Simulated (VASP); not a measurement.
**Rh: single point with PBEsol**

Crystal: Rh.

```xyz
4
Lattice="2.5775 0.0000 0.0000 -1.2888 2.2322 0.0000 0.0000 0.0000 9.3672" Properties=species:S:1:pos:R:3 pbc="T T T"
Rh    0.0000    0.0000    0.0000
Rh    0.0000    1.4881    2.3418
Rh    0.0000    0.0000    4.6836
Rh    1.2888    0.7441    7.0254
```

This cell differs from its parent crystal: strain +e along x and -e along y +0.0000, strain +e along z and -e/2 along x and y +0.0733.

* Program: VASP 6.6.1
* Task: single point
* Functional: PBEsol
* Potentials or basis: VASP PAW PBE potentials, release 64 (Rh_pv)
* Cutoff: 520 eV
* k mesh: 18 × 18 × 6
* Occupations: gaussian, width 0.15 eV
* Spin: no spin polarisation

```
Pressure               : 5.7 GPa
Band gap on the k mesh : zero (bands 30 and 31 overlap by 2.26 eV)
```

Stress tensor (GPa, compression positive):
```
 19.43   0.00   0.00
  0.00  19.43   0.00
  0.00   0.00 -21.86
```

Levels at points of the mesh, in eV from the Fermi level:
| k point | band 26 | band 27 | band 28 | band 29 | band 30 | band 31 | band 32 | band 33 | band 34 | band 35 |
| --- | --- | --- | --- | --- | --- | --- | --- | --- | --- | --- |
| (0.00, 0.00, 0.00) | -2.80 | -2.80 | -0.93 | -0.93 | -0.39 | -0.39 | -0.35 | -0.19 | -0.19 | 0.43 |
| (0.50, 0.00, 0.00) | 0.39 | 0.41 | 0.80 | 1.15 | 1.22 | 1.23 | 1.30 | 1.52 | 2.42 | 4.57 |
| (0.00, 0.00, 0.50) | -2.88 | -1.90 | -1.90 | -0.74 | -0.74 | -0.74 | -0.74 | 0.20 | 0.20 | 0.20 |
| (0.50, 0.00, 0.50) | -0.94 | -0.12 | -0.12 | 1.17 | 1.17 | 1.28 | 1.28 | 3.06 | 3.06 | 4.42 |

Run time: 6.1 min on 1 thread of Intel Xeon 8259CL (shared host), peak memory 0.32 GiB.

Caveat: the cell differs from its parent crystal (strain +e along x and -e along y +0.0000, strain +e along z and -e/2 along x and y +0.0733); the stress differs along the axes, from -22 to 19 GPa; the PAW data sets were made with another functional, which shifts forces and pressure a little.
